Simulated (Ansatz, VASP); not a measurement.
**SnC3: VASP beside Ansatz**

File POSCAR:

```
SnC3
1.0
    3.0980437728      0.0000000000      0.0000000000
    0.0000000000      3.0980437728      0.0000000000
    0.0000000000      0.0000000000      4.5549413673
C Sn
3 1
Direct
    0.5000000000      0.0000000000      0.8150916520
    0.5000000000      0.5000000000      0.0000000000
    0.0000000000      0.5000000000      0.1849083480
    0.0000000000      0.0000000000      0.5000000000
```

INCAR.step1

```
PREC     = Accurate       # precision mode
ENCUT    = 520            # plane-wave cutoff, eV
ISMEAR   = 0              # smearing method
SIGMA    = 0.01           # smearing width, eV
LREAL    = F              # projectors in reciprocal space
LASPH    = T              # aspherical terms in the spheres
NELM     = 60             # most SCF steps
NBANDS   = 21             # bands
GGA      = PE             # functional
ALGO     = Normal         # electronic algorithm
EDIFF    = 1E-4           # SCF threshold, eV
LWAVE    = T              # write WAVECAR
LCHARG   = F              # write CHGCAR
```

File INCAR.step2:

```
PREC     = Accurate       # precision mode
ENCUT    = 520            # plane-wave cutoff, eV
EDIFF    = 1E-6           # SCF threshold, eV
ISMEAR   = 0              # smearing method
SIGMA    = 0.01           # smearing width, eV
LREAL    = F              # projectors in reciprocal space
LASPH    = T              # aspherical terms in the spheres
NELM     = 60             # most SCF steps
ALGO     = Normal         # electronic algorithm
ISIF     = 2              # what is computed and relaxed
LWAVE    = F              # write WAVECAR
LCHARG   = F              # write CHGCAR
METAGGA  = R2SCAN         # meta-GGA
LMIXTAU  = T            
NBANDS   = 21             # bands
ISTART   = 1
```

File KPOINTS:

```
Automatic mesh
0
Gamma
  8 8 6
```

Input for Ansatz:

```yaml
crystal:
  lattice:
    - [3.0980437728, 0.0, 0.0]
    - [0.0, 3.0980437728, 0.0]
    - [0.0, 0.0, 4.5549413673]
  atoms:
    - { symbol: C, position: [0.5, 0.0, 0.815091652] }
    - { symbol: C, position: [0.5, 0.5, 0.0] }
    - { symbol: C, position: [0.0, 0.5, 0.184908348] }
    - { symbol: Sn, position: [0.0, 0.0, 0.5] }
kpoints:
  mp_grid: { grid: [8, 8, 6] }
  band_path:
    path:
      - [0.0, 0.0, 0.0]
      - [0.0, 0.5, 0.0]
      - [0.5, 0.5, 0.0]
      - [0.0, 0.0, 0.5]
      - [0.0, 0.5, 0.5]
      - [0.5, 0.5, 0.5]
    npoints: 1
hamiltonian:
  xc: r2scan
scf:
  occupations: { method: fixed }
  n_extra_bands: 5
output:
  forces: true
  stress: true
  eigenvalues: true
```

Change from the starting cell: epitaxial_xy strain +4.0%.

Alike in both runs: task single point; functional r2SCAN; k mesh 8 × 8 × 6; no spin polarisation.

|  | VASP | Ansatz |
| --- | --- | --- |
| version | VASP 6.6.1 | Ansatz 0.2.0 |
| potentials or method | VASP PAW PBE potentials, release 64 (C, Sn_d) | plane waves, PAW |
| plane-wave cutoff (eV) | 520 | 500 |
| occupations | gaussian, width 0.01 eV | fixed |
| valence electrons in the cell | 26 | 26 |

Ansatz gave:

| Property | Result |
| --- | --- |
| gap on the k mesh at the Fermi level (eV) | 0.38 |
| pressure (GPa) | -8.7 |
| traceless stress, the component that is largest in VASP (GPa) | 8.71 |

Task: Estimate VASP's values.

Result: gap on the k mesh at the Fermi level (eV): 0.38; pressure (GPa): -8.3; traceless stress, the component that is largest in VASP (GPa): 8.64.

VASP's potentials were made for PBE, not for r2SCAN.
